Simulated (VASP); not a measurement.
BaSn5, 6 atoms in the cell. The structure is hexagonal, space group P6/mmm (No. 191). The conventional cell has a = 5.156 Å, b = 5.156 Å, c = 6.646 Å, α = 90.00°, β = 90.00°, γ = 120.00°. Ba (site symmetry 6/mmm) has 14 Sn at 3.32 to 3.51 Å within 4.4 Å. Sn (site symmetry 3m) has 8 Sn at 2.93 to 3.72 Å and 3 Ba at 3.51 Å within 3.9 Å. Sn (site symmetry 6/mmm) has 12 Sn at 3.32 Å and 2 Ba at 3.32 Å within 4.4 Å. 

```yaml
Program: VASP 6.6.1
Task: single point
Functional: PBEsol
Potentials_or_basis: VASP PAW PBE potentials, release 64 (Ba_sv, Sn_d)
Cutoff: 520 eV
k_mesh: 12 × 12 × 6
Occupations: gaussian, width 0.1 eV
Spin: no spin polarisation
Dipole_correction: no
Further_INCAR_settings: ALGO = Fast; EDIFF = 1e-06; NBANDS = 49
```

Potentials or basis: VASP PAW PBE potentials, release 64 (Ba_sv, Sn_d).

Launch:

```sh
$ cat potpaw_PBE.64/Ba_sv/POTCAR potpaw_PBE.64/Sn_d/POTCAR > POTCAR
$ mpirun -np 1 vasp_std > vasp.out
```

Hardware: 1 thread of Intel(R) Xeon(R) 6975P-C (Granite Rapids) (shared host).

Task: How long does it take, and how much memory?

Result: Run time: 6.9 min on 1 thread of Intel(R) Xeon(R) 6975P-C (Granite Rapids), on a shared host, peak memory 0.57 GiB. Counts: scf iterations 22, k points 76.
